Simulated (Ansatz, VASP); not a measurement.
## CuO: VASP beside Ansatz

```xyz
2
Lattice="2.6368 0.0000 0.0000 0.0000 2.6368 0.0000 0.0000 0.0000 2.6368" Properties=species:S:1:pos:R:3 pbc="T T T"
Cu    0.0000    0.0000    0.0000
O     1.3184    1.3184    1.3184
```

Alike in both runs: functional PBE; k mesh 12 × 12 × 12; occupations fermi-dirac, width 0.08 eV; no spin polarisation.

Ansatz relaxed the structure, and its values are those at the end. VASP's run is a single point on that final structure, the one shown.

|  | VASP | Ansatz |
| --- | --- | --- |
| version | VASP 6.6.1 | Ansatz 0.2.0 |
| potentials or method | VASP PAW PBE potentials, release 64 (Cu, O) | PAW with Ansatz's default frozen-core files, scalar-relativistic |
| plane-wave cutoff (eV) | 520 | 420 |
| valence electrons in the cell | 17 | 25 |

Ansatz gave:

* pressure (GPa): 0.0

Task: Estimate VASP's values.

Result: Pressure (GPa): 0.1.

VASP's potentials hold 17 valence electrons a cell and Ansatz's 25, so a difference there can come from the potentials and not from the codes.
